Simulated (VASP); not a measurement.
HfN: single point with PBEsol

The system is HfN.

```
Hf N
1.0
     0.00000    2.43353    2.43353
     2.43353    0.00000    2.43353
     2.43353    2.43353    0.00000
Hf N
1 1
Direct
  0.99689 0.04914 0.98955
  0.75311 0.70086 0.76045
```

This cell differs from its parent crystal: atom 2 moved 0.30 Å.

| Quantity | Value |
| --- | --- |
| Program | VASP 6.6.1 |
| Task | single point |
| Functional | PBEsol |
| Potentials or basis | VASP PAW PBE potentials, release 64 (Hf_pv, N) |
| Cutoff | 520 eV |
| k mesh | 12 × 12 × 12 |
| Occupations | gaussian, width 0.15 eV |
| Spin | no spin polarisation |
| Dipole correction | no |
| Further INCAR settings | ALGO = Normal; EDIFF = 1e-06; NBANDS = 14 |

```json
{"Pressure": "11.1 GPa", "Largest force": "5.810 eV/Å", "Band gap on the k mesh": "zero (an odd number of electrons rules out a gap without spin polarisation)"}
```

Forces in eV/Å, atoms in the order of the input:
```
Hf  -3.429  2.827 -3.742
N    3.429 -2.827  3.742
```

Stress tensor (GPa, compression positive):
```
 10.41 -20.08  12.27
-20.08  13.77 -17.69
 12.27 -17.69   9.24
```

Levels at points of the mesh, in eV from the Fermi level:
| k point | band 4 | band 5 | band 6 | band 7 | band 8 | band 9 | band 10 | band 11 | band 12 | band 13 |
| --- | --- | --- | --- | --- | --- | --- | --- | --- | --- | --- |
| (0.00, 0.00, 0.00) | -16.06 | -5.65 | -5.52 | -5.00 | -0.68 | 2.28 | 2.31 | 5.56 | 7.31 | 9.13 |
| (0.50, 0.00, 0.00) | -14.81 | -5.76 | -5.23 | -4.44 | 1.43 | 2.24 | 3.87 | 4.19 | 5.99 | 6.31 |
| (0.00, 0.50, 0.00) | -14.30 | -5.40 | -4.37 | -3.90 | -0.27 | 2.19 | 3.33 | 3.91 | 4.06 | 4.73 |
| (0.00, 0.00, 0.50) | -14.91 | -5.74 | -5.29 | -4.51 | 1.52 | 2.42 | 3.80 | 4.22 | 6.26 | 6.51 |
| (0.50, 0.50, 0.50) | -15.15 | -5.64 | -5.58 | -4.90 | 1.96 | 2.97 | 3.75 | 4.54 | 7.01 | 7.06 |
| (0.50, 0.50, 0.00) | -14.48 | -6.86 | -3.74 | -3.32 | -1.23 | 2.99 | 4.19 | 4.72 | 5.42 | 9.50 |
| (0.00, 0.50, 0.50) | -14.40 | -6.90 | -3.77 | -3.38 | -1.11 | 2.86 | 4.21 | 4.73 | 5.37 | 9.61 |
| (0.50, 0.00, 0.50) | -14.23 | -6.97 | -3.88 | -3.28 | -1.03 | 2.67 | 4.13 | 4.76 | 5.25 | 9.92 |

Run time: 3.4 min on 1 thread of Intel(R) Xeon(R) Platinum 8488C (Sapphire Rapids), on a shared host, peak memory 0.46 GiB.

Caveat: the cell differs from its parent crystal (atom 2 moved 0.30 Å); the cell stands under pressure; the PAW data sets were made with another functional, which shifts forces and pressure a little; spin-orbit coupling is left out, which moves the levels of the heavy elements.
